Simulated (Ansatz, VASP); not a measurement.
**K3PRu: VASP beside Ansatz**

```
CELL_PARAMETERS angstrom
5.28386 0.00000 0.00000
0.00000 5.28386 0.00000
0.00000 0.00000 5.28386
ATOMIC_POSITIONS crystal
K 0.50000 0.00000 0.00000
K 0.00000 0.50000 0.00000
K 0.00000 0.00000 0.50000
P 0.00000 0.00000 0.00000
Ru 0.50000 0.50000 0.50000
```

Change from the starting cell: species swapped into the Gd3GaC type (Pm-3m, No. 221).

Alike in both runs: task relaxation of cell and atoms; functional PBE; k mesh 4 × 4 × 4; occupations gaussian, width 0.1 eV; no spin polarisation.

|  | VASP | Ansatz |
| --- | --- | --- |
| version | VASP 6.6.1 | Ansatz 0.2.0 |
| potentials or method | VASP PAW PBE potentials, release 64 (K_sv, P, Ru_pv), cutoff 600 eV | scalar-relativistic, plane waves, PAW |
| valence electrons in the cell | 46 | 48 |

```csv
,VASP,Ansatz,Ansatz less VASP
"gap on the k mesh at the Fermi level, each at its own relaxed structure (eV)",none,none,-
relaxed volume (Å³/atom),45.65,45.12,-0.529
relaxed length of the cell vector where the two differ most in proportion (Å),6.111,6.088,-0.0237
```

A gap of «none» marks a metal or a gap that the smearing closes. VASP's potentials hold 46 valence electrons a cell and Ansatz's 48, so a difference there can come from the potentials and not from the codes.

Noted on VASP's run: the volume moved by over 15 % at a fixed basis, so the end points are rough.
